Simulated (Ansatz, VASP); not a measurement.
## Mo: VASP beside Ansatz

```
Mo
1.0
    -1.58381    1.58381    1.58381
     1.58381   -1.58381    1.58381
     1.58381    1.58381   -1.58381
Mo
1
Cartesian
  0.0000 0.0000 0.0000
```

Alike in both runs: task relaxation of cell and atoms; functional LDA; k mesh 8 × 8 × 8; occupations gaussian, width 0.1 eV; no spin polarisation.

|  | VASP | Ansatz |
| --- | --- | --- |
| version | VASP 6.6.1 | Ansatz 0.2.0 |
| potentials or method | VASP PAW LDA potentials, release 64 (Mo_sv), cutoff 600 eV | scalar-relativistic, plane waves, PAW |
| valence electrons in the cell | 14 | 14 |

VASP gave:

```
gap on the k mesh at the Fermi level, each at its own relaxed structure (eV) : none
relaxed volume (Å³/atom)                                                     : 15.15
relaxed cell length with the largest relative difference (Å)                 : 2.700
```

Problem. Which values does Ansatz return?

Solution. gap on the k mesh at the Fermi level, each at its own relaxed structure (eV): none; relaxed volume (Å³/atom): 15.07; relaxed cell length with the largest relative difference (Å): 2.695.

Ansatz warns that its potentials were made for another functional, while VASP's fit it. LDA's correlation is that of Perdew and Zunger in VASP and of Perdew and Wang (1992) in Ansatz. A gap of «none» marks a metal or a gap that the smearing closes.
